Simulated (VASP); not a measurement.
# FeGe (P6/mmm) in VASP: single point with PBE

Aim: the single point of FeGe with PBE.

Program: VASP 6.6.1. These are calculated values, not measurements. Logs are shortened: lines on timing, memory, paths and dates and some standing lists are left out, and cuts for length are marked.

## 1. The cell of the first run

Symmetry: P6/mmm, No. 191, hexagonal system. The conventional cell has a = 4.958 Å, b = 4.958 Å, c = 4.058 Å, α = 90.00°, β = 90.00°, γ = 120.00°. Fe (site symmetry mmm) has 6 Ge at 2.48 Å and 4 Fe at 2.48 Å within 3.3 Å. Within 3.3 Å of Ge (site symmetry 6/mmm) lie 6 Fe at 2.48 Å. Within 3.3 Å of Ge (site symmetry -6m2) lie 6 Fe at 2.48 Å and 3 Ge at 2.86 Å.

## 2. Single point, PBE

The input, INCAR:

```
  ALGO = Normal
  EDIFF = 1E-6
  ENCUT = 600
  GGA = PE
  GGA_COMPAT = False
  ISIF = 2
  ISMEAR = 0
  LASPH = True
  LCHARG = True
  LELF = True
  LREAL = False
  LVHAR = True
  LWAVE = False
  NBANDS = 42
  NELM = 120
  PREC = Accurate
  SIGMA = 0.05
```

The input, KPOINTS:

```
k-points
0
Gamma
  10 10 10
```

The input, POSCAR:

```
FeGe
1.0
    4.9576260621      0.0000000000      0.0000000000
   -2.4788130311      4.2934301123      0.0000000000
    0.0000000000      0.0000000000      4.0582041146
Fe Ge
3 3
Direct
    0.5000000000      0.0000000000      0.0000000000
    0.5000000000      0.5000000000      0.0000000000
    0.0000000000      0.5000000000      0.0000000000
    0.0000000000      0.0000000000      0.0000000000
    0.3333333333      0.6666666667      0.5000000000
    0.6666666667      0.3333333333      0.5000000000
```

Potentials or basis: VASP PAW PBE potentials, release 64 (Fe, Ge_d).

The run is started by

```sh
> cat potpaw_PBE.64/Fe/POTCAR potpaw_PBE.64/Ge_d/POTCAR > POTCAR
> mpirun -np 1 vasp_std > vasp.out
```

OUTCAR:

```text
EDIFF = 1E-6
   ENCUT = 600
   GGA = PE
   ISIF = 2
   ISMEAR = 0
   LASPH = True
   LREAL = False
   NELM = 120
   PREC = Accurate

 ion  position               nearest neighbor table
   1  0.500  0.000  0.000-   4 2.48   4 2.48   3 2.48   3 2.48   2 2.48   2 2.48   6 2.48   5 2.48
                             6 2.48   5 2.48
   2  0.500  0.500  0.000-   3 2.48   3 2.48   4 2.48   4 2.48   1 2.48   1 2.48   6 2.48   5 2.48
                             6 2.48   5 2.48
   3  0.000  0.500  0.000-   2 2.48   2 2.48   1 2.48   1 2.48   4 2.48   4 2.48   6 2.48   5 2.48
                             6 2.48   5 2.48
   4  0.000  0.000  0.000-   1 2.48   1 2.48   2 2.48   2 2.48   3 2.48   3 2.48
   5  0.333  0.667  0.500-   3 2.48   3 2.48   1 2.48   1 2.48   2 2.48   2 2.48   6 2.86   6 2.86
                             6 2.86
   6  0.667  0.333  0.500-   3 2.48   3 2.48   1 2.48   1 2.48   2 2.48   2 2.48   5 2.86   5 2.86
                             5 2.86

  LATTYP: Found a hexagonal cell.
 ALAT       =     4.9576260621
 C/A-ratio  =     0.8185780984

  Lattice vectors:

 A1 = (   4.9576260621,   0.0000000000,   0.0000000000)
 A2 = (  -2.4788130311,   4.2934301123,   0.0000000000)
 A3 = (   0.0000000000,   0.0000000000,   4.0582041146)

Analysis of symmetry for initial positions (statically):
=====================================================================
 Subroutine PRICEL returns:
 Original cell was already a primitive cell.

 Routine SETGRP: Setting up the symmetry group for a
 hexagonal supercell.

 Subroutine GETGRP returns: Found 24 space group operations
 (whereof 24 operations were pure point group operations)
 out of a pool of 24 trial point group operations.

The static configuration has the point symmetry D_6h.

Analysis of symmetry for dynamics (positions and initial velocities):
=====================================================================
 Subroutine PRICEL returns:
 Original cell was already a primitive cell.

 Routine SETGRP: Setting up the symmetry group for a
 hexagonal supercell.

 Subroutine GETGRP returns: Found 24 space group operations
 (whereof 24 operations were pure point group operations)
 out of a pool of 24 trial point group operations.

The dynamic configuration has the point symmetry D_6h.

 Subroutine INISYM returns: Found 24 space group operations
 (whereof 24 operations are pure point group operations),
 and found     1 'primitive' translations

----------------------------------------------------------------------------------------

                                     Primitive cell

  volume of cell :      86.3798

  direct lattice vectors                    reciprocal lattice vectors
     4.957626062  0.000000000  0.000000000     0.201709445  0.116457002  0.000000000
    -2.478813031  4.293430112  0.000000000     0.000000000  0.232914004  0.000000000
     0.000000000  0.000000000  4.058204115     0.000000000  0.000000000  0.246414417

  length of vectors
     4.957626062  4.957626062  4.058204115     0.232914004  0.232914004  0.246414417

  position of ions in fractional coordinates (direct lattice)
     0.500000000  0.000000000  0.000000000
     0.500000000  0.500000000  0.000000000
     0.000000000  0.500000000  0.000000000
     0.000000000  0.000000000  0.000000000
     0.333333333  0.666666667  0.500000000
     0.666666667  0.333333333  0.500000000

  ion indices of the primitive-cell ions
   primitive index   ion index
                 1           1
                 2           2
                 3           3
                 4           4
                 5           5
                 6           6

----------------------------------------------------------------------------------------

 KPOINTS: k-points

Automatic generation of k-mesh.
 Grid dimensions read from file:
 generate k-points for:   10   10   10

 Generating k-lattice:

  Cartesian coordinates                     Fractional coordinates (reciprocal lattice)
     0.020170944  0.011645700  0.000000000     0.100000000 -0.000000000  0.000000000
     0.000000000  0.023291400  0.000000000     0.000000000  0.100000000  0.000000000
     0.000000000  0.000000000  0.024641442     0.000000000  0.000000000  0.100000000

  Length of vectors
     0.023291400  0.023291400  0.024641442

  Shift w.r.t. Gamma in fractional coordinates (k-lattice)
     0.000000000  0.000000000  0.000000000

 Subroutine IBZKPT returns following result:
 ===========================================

 Found     84 irreducible k-points:

 Following reciprocal coordinates:
            Coordinates               Weight
  0.000000  0.000000  0.000000      1.000000
  0.100000 -0.000000  0.000000      6.000000
  0.200000 -0.000000  0.000000      6.000000
  0.300000 -0.000000  0.000000      6.000000
  0.400000  0.000000  0.000000      6.000000
  0.500000  0.000000  0.000000      3.000000
[... 16 lines left out ...]
  0.300000  0.100000  0.100000     24.000000
  0.400000  0.100000  0.100000     24.000000
 [... further k-points ...]
   k-points           NKPTS =     84   k-points in BZ     NKDIM =     84   number of bands    NBANDS=     42
   number of dos      NEDOS =    301   number of ions     NIONS =      6
   total plane-waves  NPLWV =  51200
   dimension x,y,z NGX =    40 NGY =   40 NGZ =   32
   dimension x,y,z NGXF=    80 NGYF=   80 NGZF=   64
   ions per type =               3   3
   NGX,Y,Z   is equivalent  to a cutoff of  13.41, 13.41, 13.11 a.u.
   NGXF,Y,Z  is equivalent  to a cutoff of  26.83, 26.83, 26.22 a.u.
 SYSTEM =  unknown system
   PREC   = accura    normal or accurate (medium, high low for compatibility)
   ISTART =      0    job   : 0-new  1-cont  2-samecut
   ICHARG =      2    charge: 1-file 2-atom 10-const
   ISPIN  =      1    spin polarized calculation?
   LNONCOLLINEAR =      F non collinear calculations
   LSORBIT =      F    spin-orbit coupling
   LASPH  =      T    aspherical Exc in radial PAW
   ENCUT  =  600.0 eV  44.10 Ry    6.64 a.u.   9.90  9.90  8.11*2*pi/ulx,y,z
   NELM   =    120;   NELMIN=  2; NELMDL= -5     # of ELM steps
   EDIFF  = 0.1E-05   stopping-criterion for ELM
   LREAL  =      F    real-space projection
[... 7 lines left out ...]
   TEBEG  =    0.0;   TEEND  =   0.0 temperature during run
   PSTRESS=    0.0 pullay stress
   NELECT =      66.0000    total number of electrons
   NUPDOWN=      -1.0000    fix difference up-down
   EMIN   =  10.00;   EMAX   =-10.00  energy-range for DOS
   EFERMI =   0.00;   METHOD = LEGACY
   ISMEAR =     0;   SIGMA  =   0.05  broadening in eV -4-tet -1-fermi 0-gaus
   EFERMI_NEDOS =   21; number of points for ismear=-14 and -15
   IALGO  =     38    algorithm
   IMIX   =      4    mixing-type and parameters
     AMIX     =   0.40;   BMIX     =  1.00
     AMIX_MAG =   1.60;   BMIX_MAG =  1.00
  volume/ion in A,a.u.               =      14.40        97.15
  Fermi-wavevector in a.u.,A,eV,Ry     =   1.496645  2.828249 30.476318  2.239946
  Thomas-Fermi vector in A             =   2.608635
   LORBIT       =      0    0 simple, 1 ext, 2 COOP (PROOUT), +10 PAW based schemes
   GGA     = PE    functional components
   LHFCALC =     F    Hartree Fock is set to
   AEXX    =    0.0000 exact exchange contribution
   IVDW    =     0    specifies the selected vdW correction
   LEPSILON=     F    determine dielectric tensor
   LRPA    =     F    only Hartree local field effects (RPA)
 non-spin polarized calculation
 Gauss-broadening in eV      SIGMA  =   0.05
  energy-cutoff  :      600.00
  volume of cell :       86.38
 maximum number of plane-waves:      2916
 NGX is ok and might be reduce to    40
   NGX = 19   NGY = 19   NGZ = 17

 number of electron      65.9999964 magnetization

 Free energy of the ion-electron system (eV)
  ---------------------------------------------------
  ext. energy  EPLUGINS =         0.00000000
  ---------------------------------------------------
  free energy    TOTEN  =       -38.29780296 eV

  energy without entropy =      -38.27277624  energy(sigma->0) =      -38.28528960

 E-fermi :   6.7533     XC(G=0): -12.0820

 val. band max:        6.7521904256   @ k =   0.3000   0.1000   0.0000
 cond. band min:       6.7574583753   @ k =   0.1000   0.1000   0.0000
 fundamental gap:      0.0052679497
 Fermi energy:         6.7533168998

 k-point     1 :       0.0000    0.0000    0.0000
  band No.  band energies     occupation
      1     -18.0357      2.00000
      2     -17.9542      2.00000
      3     -17.9542      2.00000
      4     -17.8569      2.00000
      5     -17.8569      2.00000
      6     -17.8120      2.00000
[... 34 lines left out ...]
     41      11.3185      0.00000
     42      11.3185      0.00000

 k-point     2 :       0.1000   -0.0000    0.0000
  band No.  band energies     occupation
      1     -18.0354      2.00000
      2     -17.9542      2.00000
      3     -17.9541      2.00000
      4     -17.8600      2.00000
      5     -17.8582      2.00000
      6     -17.8131      2.00000
[... 34 lines left out ...]
     41      11.0639      0.00000
     42      11.3719      0.00000

 k-point     3 :       0.2000   -0.0000    0.0000
  band No.  band energies     occupation
      1     -18.0346      2.00000
      2     -17.9543      2.00000
      3     -17.9538      2.00000
      4     -17.8666      2.00000
      5     -17.8618      2.00000
      6     -17.8145      2.00000
[... 34 lines left out ...]
     41      10.9628      0.00000
     42      11.4835      0.00000

 k-point     4 :       0.3000   -0.0000    0.0000
  band No.  band energies     occupation
      1     -18.0337      2.00000
      2     -17.9544      2.00000
      3     -17.9533      2.00000
      4     -17.8732      2.00000
      5     -17.8661      2.00000
      6     -17.8148      2.00000
[... 844 lines left out ...]
     41      10.7277      0.00000
     42      11.6338      0.00000

 k-point    23 :       0.3000    0.1000    0.1000
  band No.  band energies     occupation
      1     -18.0328      2.00000
      2     -17.9544      2.00000
      3     -17.9533      2.00000
      4     -17.8795      2.00000
      5     -17.8633      2.00000
      6     -17.8190      2.00000
[... 34 lines left out ...]
     41      10.5266      0.00000
     42      11.6414      0.00000

 k-point    24 :       0.4000    0.1000    0.1000
  band No.  band energies     occupation
      1     -18.0322      2.00000
      2     -17.9544      2.00000
      3     -17.9530      2.00000
      4     -17.8831      2.00000
      5     -17.8646      2.00000
      6     -17.8195      2.00000
[... 34 lines left out ...]
     41      11.0321      0.00000
     42      11.6543      0.00000

 [... further k-points ...]

------------------------ aborting loop because EDIFF is reached ----------------------------------------

  FORCE on cell =-STRESS in cart. coord.  units (eV):
  Direction    XX          YY          ZZ          XY          YZ          ZX
  --------------------------------------------------------------------------------------
  -------------------------------------------------------------------------------------
  Total        0.1039084      0.1039084     -4.7177266     -0.0000000     -0.0000000     -0.0000000
  in kB        1.9273003      1.9273003    -87.5046845     -0.0000000     -0.0000000     -0.0000000
  external PRESSURE =     -27.8833613 kB  Pullay stress =       0.0000000 kB

 VOLUME and BASIS-vectors are now :
 -----------------------------------------------------------------------------
  energy-cutoff  :      600.00
  volume of cell :       86.38
      direct lattice vectors                 reciprocal lattice vectors
     4.957626062  0.000000000  0.000000000     0.201709445  0.116457002  0.000000000
    -2.478813031  4.293430112  0.000000000     0.000000000  0.232914004  0.000000000
     0.000000000  0.000000000  4.058204115     0.000000000  0.000000000  0.246414417

 POSITION                                       TOTAL-FORCE (eV/Angst)
 -----------------------------------------------------------------------------------
      2.47881      0.00000      0.00000        -0.000000      0.000000     -0.000000
      1.23941      2.14672      0.00000        -0.000000      0.000000     -0.000000
     -1.23941      2.14672      0.00000        -0.000000      0.000000     -0.000000
      0.00000      0.00000      0.00000        -0.000000      0.000000     -0.000000
     -0.00000      2.86229      2.02910        -0.000000     -0.000000     -0.000000
      2.47881      1.43114      2.02910         0.000000      0.000000      0.000000
 -----------------------------------------------------------------------------------
    total drift:                               -0.000000      0.000000     -0.000000

  FREE ENERGIE OF THE ION-ELECTRON SYSTEM (eV)
  ---------------------------------------------------
  free  energy   TOTEN  =       -38.2978029616 eV

  energy  without entropy=      -38.2727762446  energy(sigma->0) =      -38.28528960
```

Run time: 9.6 min. Hardware: 1 thread of Oxide Virtual Turin-like, shared host; peak memory 0.39 GiB.

Results:

* Free energy: -38.2978 eV
* Pressure: -2.8 GPa
* Band gap on the k mesh: zero (bands 33 and 34 overlap by 0.57 eV)

Levels at points of the mesh, in eV from the Fermi level:
| k point | band 30 | band 31 | band 32 | band 33 | band 34 | band 35 | band 36 | band 37 |
| --- | --- | --- | --- | --- | --- | --- | --- | --- |
| (0.00, 0.00, 0.00) | -0.21 | -0.21 | -0.02 | 0.05 | 0.05 | 0.81 | 1.22 | 2.14 |
| (0.50, 0.00, 0.00) | -0.78 | -0.66 | -0.13 | 0.03 | 1.33 | 1.44 | 1.52 | 2.11 |
| (0.00, 0.00, 0.50) | -0.67 | -0.67 | -0.25 | -0.16 | -0.16 | -0.07 | -0.04 | -0.04 |
| (0.50, 0.00, 0.50) | -1.09 | -0.69 | -0.66 | -0.22 | -0.12 | -0.04 | 0.06 | 0.80 |

Caveat: the stress differs along the axes, from -9 to 0 GPa; the run has no spin polarisation, though such a crystal can be magnetic.
